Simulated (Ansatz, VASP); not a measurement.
**GaSb: VASP beside Ansatz**

The input POSCAR:

```
GaSb
1.0
    0.0000000000      3.0658788003      3.0658788003
    3.0658788003      0.0000000000      3.0658788003
    3.0658788003      3.0658788003      0.0000000000
Ga Sb
1 1
Direct
    0.0000000000      0.0000000000      0.0000000000
    0.2500000000      0.2500000000      0.2500000000
```

The input INCAR.step1:

```
PREC = Accurate
ENCUT = 400
EDIFF = 1E-5
ISMEAR = -1
SIGMA = 0.02
LREAL = False
LASPH = True
NELM = 120
ALGO = Normal
ISIF = 2
LWAVE = True
LCHARG = False
NBANDS = 21
GGA = PE
GGA_COMPAT = False
```

The input INCAR.step2:

```
PREC = Accurate
ENCUT = 400
EDIFF = 1E-6
ISMEAR = -1
SIGMA = 0.02
LREAL = False
LASPH = True
NELM = 120
ALGO = Normal
ISIF = 2
LWAVE = False
LCHARG = False
GGA = PE
LHFCALC = True
AEXX = 0.5
HFSCREEN = 0.3
PRECFOCK = Normal
NBANDS = 21
ISTART = 1
GGA_COMPAT = False
```

Contents of KPOINTS:

```
Automatic mesh
0
Gamma
  4 4 4
```

Input for Ansatz:

```yaml
crystal:
  lattice:
    - [0.0, 3.0658788003, 3.0658788003]
    - [3.0658788003, 0.0, 3.0658788003]
    - [3.0658788003, 3.0658788003, 0.0]
  atoms:
    - { symbol: Ga, position: [0.0, 0.0, 0.0] }
    - { symbol: Sb, position: [0.25, 0.25, 0.25] }
kpoints:
  mp_grid: { grid: [4, 4, 4] }
hamiltonian:
  xc: { exchange: pbe, correlation: pbe, exx: { coeff: 0.5, omega: 0.3 } }
scf:
  occupations: { method: fermi_dirac, width: 0.02 }
  n_extra_bands: 4
output:
  forces: true
  stress: true
  eigenvalues: true
```

Alike in both runs: task single point; functional PBE-based screened hybrid with a share of 0.5 of exact exchange and HFSCREEN = 0.3; k mesh 4 × 4 × 4; occupations fermi-dirac, width 0.02 eV; no spin polarisation.

```csv
,VASP,Ansatz
version,VASP 6.6.1,Ansatz 0.2.0
potentials or method,"VASP PAW PBE potentials, release 64 (Ga_d, Sb_d_GW)",plane waves
plane-wave cutoff (eV),400,420
valence electrons in the cell,28,28
```

|  | VASP | Ansatz | Ansatz less VASP |
| --- | --- | --- | --- |
| gap on the k mesh at the Fermi level (eV) | 1.42 | 1.44 | +0.012 |

VASP's potentials were made for PBE, not for PBE-based screened hybrid. Ansatz's warnings: stress exchange threshold loose, stress scf threshold loose.

The k mesh is coarse, so the values compare programs but aren't converged. Spin-orbit coupling is off throughout.
